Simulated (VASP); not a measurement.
Runs of VASP 6.6.1 on NiO2. It takes space group P-3m1 (No. 164, trigonal). The conventional cell has a = 2.799 Å, b = 2.799 Å, c = 4.618 Å, α = 90.00°, β = 90.00°, γ = 120.00°. Ni (site symmetry -3m) has 6 O at 1.88 Å within 2.5 Å. Within 2.5 Å of O (site symmetry 3m) lie 3 Ni at 1.88 Å and 3 O at 2.50 Å. 

```tsv
spin	fixed moment (μB)	pressure (GPa)	moment (μB)	largest force (eV/Å)
collinear, ferromagnetic start	0.9	(a)	0.90	0.56
collinear, ferromagnetic start	1.3	-3.1	1.30	0.41
collinear, ferromagnetic start	1.8	0.6	1.80	0.21
collinear, ferromagnetic start	0.4	(b)	0.40	0.71
collinear, zero start	0.0	-10.4	0.00	0.80
```

Alike in all rows: task single point; level LDA; potentials or basis VASP PAW LDA potentials, release 64 (Ni, O); cell as given; k mesh 12 × 12 × 7; cutoff (eV) 520; smearing fermi-dirac 0.1 eV.

Task: Fill in the values left out.

Result: (a) -5.7; (b) -8.6.

Caveats: the total moment is fixed, so each spin has its own Fermi level; the cell stands under tension (at least some runs); a cell with one magnetic atom can't hold antiferromagnetic order, which such compounds often take (at least some runs).
